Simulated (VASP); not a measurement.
CdTe: single point with LDA

Crystal: CdTe.

```
CELL_PARAMETERS angstrom
0.00000 2.96705 2.96705
2.96705 0.00000 2.96705
2.96705 2.96705 0.00000
ATOMIC_POSITIONS crystal
Cd 0.50000 0.50000 0.50000
Te 0.00000 0.00000 0.00000
```

```yaml
Program: VASP 6.6.1
Task: single point
Functional: LDA
Potentials_or_basis: VASP PAW LDA potentials, release 64 (Cd, Te)
Cutoff: 520 eV
k_mesh: 6 × 6 × 6
Occupations: gaussian, width 0.05 eV
Spin: no spin polarisation
Dipole_correction: no
Further_INCAR_settings: ALGO = Normal; EDIFF = 1e-06; NBANDS = 16
```

| Property | Result |
| --- | --- |
| Pressure | 0.4 GPa |
| Band gap on the k mesh | zero (band 9 reaches 4.78 eV, above the bottom of band 10 at 3.20 eV) |

Levels at points of the mesh, in eV from the Fermi level:
```
           k point  band 6  band 7  band 8  band 9  band 10  band 11  band 12  band 13
(0.00, 0.00, 0.00)   -8.51   -0.61   -0.61   -0.61     0.52     7.09     7.09     7.09
(0.50, 0.00, 0.00)   -8.40   -5.73   -0.04   -0.04     2.55     3.79     3.79     5.03
(0.50, 0.50, 0.00)   -7.53   -4.70   -2.44   -2.44    -1.54     4.04     9.51     9.51
```

It took 5.2 s on 1 thread of AMD EPYC 9R45 (Zen 5), with other jobs on the host, peak memory 0.12 GiB.

Caveat: spin-orbit coupling is left out, which moves the levels of the heavy elements.
